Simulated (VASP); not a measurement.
Here is a VASP 6.6.1 calculation.

INCAR

```
SYSTEM = CdO
  ALGO = Normal
  EDIFF = 1E-6
  ENCUT = 700
  GGA = PE
  GGA_COMPAT = .FALSE.
  ISIF = 2
  ISMEAR = 0
  LASPH = .TRUE.
  LCHARG = .FALSE.
  LREAL = .FALSE.
  LWAVE = .FALSE.
  NBANDS = 20
  NELM = 120
  PREC = Accurate
  SIGMA = 0.1
```

The input KPOINTS:

```
k-points
0
G
  6 6 6
  0 0 0
```

Contents of POSCAR:

```
CdO
1.0
    0.0000000000      2.3834614691      2.3834614691
    2.3834614691      0.0000000000      2.3834614691
    2.3834614691      2.3834614691      0.0000000000
Cd O
1 1
Direct
    0.0000000000      0.0000000000      0.0000000000
    0.5000000000      0.5000000000      0.5000000000
```

Potentials or basis: VASP PAW PBE potentials, release 64 (Cd_sv_GW, O).

Run with:

```sh
$ cat potpaw_PBE.64/Cd_sv_GW/POTCAR potpaw_PBE.64/O/POTCAR > POTCAR
$ mpirun -np 1 vasp_std > vasp.out
```

Q: Predict the pressure.

A: -0.1 GPa.

Q: Predict the band gap on the k mesh.

A: Zero (bands 13 and 14 overlap by 0.49 eV).

Caveat: the k points lie up to 0.38 Å⁻¹ apart; semilocal functionals underestimate gaps, and a narrow one can read as zero.
